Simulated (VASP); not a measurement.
Ca, 1 atom in the cell. It takes space group P6/mmm (No. 191, hexagonal). Conventional cell: a = 3.791 Å, b = 3.791 Å, c = 3.542 Å, α = 90.00°, β = 90.00°, γ = 120.00°. Within 4.7 Å of Ca (site symmetry 6/mmm) lie 8 Ca at 3.54 to 3.79 Å. This isn't the form of Ca at room conditions, which is fcc.

```yaml
Program: VASP 6.6.1
Task: relaxation of cell and atoms
Functional: PBE
Potentials_or_basis: VASP PAW PBE potentials, release 64 (Ca_sv)
Cutoff: 600 eV
k_mesh: 18 × 18 × 16
Occupations: gaussian, width 0.1 eV
Spin: no spin polarisation
Dipole_correction: no
Further_INCAR_settings: ALGO = Fast; EDIFF = 1e-06; IBRION = 2; EDIFFG = -0.01; NSW = 100; ISIF = 3
```

Potentials or basis: VASP PAW PBE potentials, release 64 (Ca_sv).

Launch:

```sh
$ cat potpaw_PBE.64/Ca_sv/POTCAR > POTCAR
$ mpirun -np 1 vasp_std > vasp.out
```

Hardware: 1 thread of Intel Xeon 8259CL, with other jobs on the host.

Task: How long does it take, and how much memory?

Result: Run time: 13 min on 1 thread of Intel Xeon 8259CL, on a shared host, peak memory 0.31 GiB. Counts: scf iterations 44, k points 333, ion steps 4.
